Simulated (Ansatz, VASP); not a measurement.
**Al in VASP and in Ansatz**

INCAR

```
PREC = Accurate ; ENCUT = 520
EDIFF = 1E-6 ; ISMEAR = 0
SIGMA = 0.15 ; LREAL = F
LASPH = T ; NELM = 100
ALGO = Normal ; ISIF = 2
LWAVE = F ; LCHARG = F
GGA = PE ; IVDW = 12
NBANDS = 8
```

File KPOINTS:

```
regular mesh
0
Gamma
  22 22 22
```

File POSCAR:

```
Al
1.0
    0.0000000000      1.9913294518      2.0908959244
    1.9913294518      0.0000000000      2.0908959244
    1.9913294518      1.9913294518      0.0000000000
Al
1
Direct
    0.0000000000      0.0000000000      0.0000000000
```

Input for Ansatz:

```yaml
crystal:
  lattice:
    - [0.0, 1.9913294518, 2.0908959244]
    - [1.9913294518, 0.0, 2.0908959244]
    - [1.9913294518, 1.9913294518, 0.0]
  atoms:
    - { symbol: Al, position: [0.0, 0.0, 0.0] }
basis:
  ecutwfc: 420
kpoints:
  mp_grid: { grid: [22, 22, 22] }
hamiltonian:
  xc: pbe
  dispersion: d3bj
scf:
  occupations: { method: gaussian, width: 0.15 }
output:
  forces: true
  stress: true
  eigenvalues: true
```

Alike in both runs: task single point; functional PBE; dispersion D3(BJ); k mesh 22 × 22 × 22; occupations gaussian, width 0.15 eV; no spin polarisation.

|  | VASP | Ansatz |
| --- | --- | --- |
| version | VASP 6.6.1 | Ansatz 0.2.0 |
| potentials or method | VASP PAW PBE potentials, release 64 (Al), cutoff 520 eV | scalar-relativistic, plane waves, PAW |
| valence electrons in the cell | 3 | 3 |

|  | VASP | Ansatz | Ansatz less VASP |
| --- | --- | --- | --- |
| gap on the k mesh at the Fermi level (eV) | none | none | - |
| pressure (GPa) | -3.6 | -3.6 | +0.04 |
| traceless stress, the component that is largest in VASP (GPa) | -1.80 | -1.80 | -0.005 |

A gap of «none» marks a metal or a gap that the smearing closes.
